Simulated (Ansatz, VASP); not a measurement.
**Two plane-wave programs on Ni**

INCAR

```
ALGO = Normal
EDIFF = 1E-6
ENCUT = 520
ISIF = 2
ISMEAR = 0
ISPIN = 2
LASPH = T
LCHARG = F
LMAXMIX = 4
LORBIT = 11
LREAL = F
LWAVE = F
MAGMOM = 0.607
NBANDS = 15
NELM = 150
PREC = Accurate
SIGMA = 0.6
```

The input KPOINTS:

```
k-points
0
Gamma
  16 16 16
```

POSCAR

```
Ni
1.0
    0.0000000000      1.7124646296      1.7124646296
    1.7124646296      0.0000000000      1.7124646296
    1.7124646296      1.7124646296      0.0000000000
Ni
1
Direct
    0.0000000000      0.0000000000      0.0000000000
```

Input for Ansatz:

```yaml
crystal:
  lattice:
    - [0.0, 1.7124646296, 1.7124646296]
    - [1.7124646296, 0.0, 1.7124646296]
    - [1.7124646296, 1.7124646296, 0.0]
  atoms:
    - { symbol: Ni, position: [0.0, 0.0, 0.0], spin: 0.607 }
hamiltonian:
  xc: lda
  pseudopotentials:
    kind: paw
    azcp:
      Ni: "pseudopotentials/Ni.paw.azcp"
basis:
  ecutwfc: 420
  fft_grid_basis: typed
kpoints:
  mp_grid: { grid: [16, 16, 16], shift: [0, 0, 0] }
magnetization:
  spin_polarized: true
scf:
  occupations: { method: gaussian, width: 0.6 }
  lower_state_search: "off"
output:
  stress: true
  write_density: true
  write_potential: true
  elf: true
  volumetric_format: npy
```

Alike in both runs: task single point; functional LDA; k mesh 16 × 16 × 16; occupations gaussian, width 0.6 eV; collinear spin.

|  | VASP | Ansatz |
| --- | --- | --- |
| version | VASP 6.6.1 | Ansatz 0.2.0 |
| potentials or method | VASP PAW LDA potentials, release 64 (Ni), cutoff 520 eV | plane waves (420 eV) with PAW, scalar-relativistic |
| valence electrons in the cell | 10 | 18 |

```tsv
	VASP	Ansatz	Ansatz less VASP
pressure (GPa)	0.8	0.8	+0.07
net moment per atom (μB)	0.00	0.00	-0.003
```

Ansatz warns that its potentials were made for another functional, while VASP's fit it. LDA's correlation is that of Perdew and Zunger in VASP and of Perdew and Wang (1992) in Ansatz. VASP's potentials hold 10 valence electrons a cell and Ansatz's 18, so a difference there can come from the potentials and not from the codes. Ansatz's warnings: seeded moment not kept.
